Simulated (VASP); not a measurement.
BAs, 2 atoms in the cell. Symmetry: F-43m, No. 216, cubic system. The conventional cell has a = 4.761 Å, b = 4.761 Å, c = 4.761 Å, α = 90.00°, β = 90.00°, γ = 90.00°. B (site symmetry -43m) has 4 As at 2.06 Å within 2.7 Å. As (site symmetry -43m) has 4 B at 2.06 Å within 2.7 Å.  This cell differs from its parent crystal: volume scaled by 0.99.

| Item | Value |
| --- | --- |
| Program | VASP 6.6.1 |
| Task | single point |
| Functional | PBE |
| Potentials or basis | VASP PAW PBE potentials, release 64 (B, As) |
| Cutoff | 520 eV |
| k mesh | 15 × 15 × 15 |
| Occupations | fermi-dirac, width 0.03 eV |
| Spin | no spin polarisation |
| Dipole correction | no |
| Further INCAR settings | ALGO = Normal; EDIFF = 1e-06; NBANDS = 11 |

Potentials or basis: VASP PAW PBE potentials, release 64 (B, As).

Run with:

```console
$ cat potpaw_PBE.64/B/POTCAR potpaw_PBE.64/As/POTCAR > POTCAR
$ mpirun -np 1 vasp_std > vasp.out
```

Hardware: 1 thread of AMD EPYC 9R45 96-Core Processor (Zen 5), on a shared host.

Problem. How long does it take, and how much memory?

Solution. It took 24 s on 1 thread of AMD EPYC 9R45 96-Core Processor (Zen 5), with other jobs on the host, peak memory 0.15 GiB. Counts: scf iterations 12, k points 120.
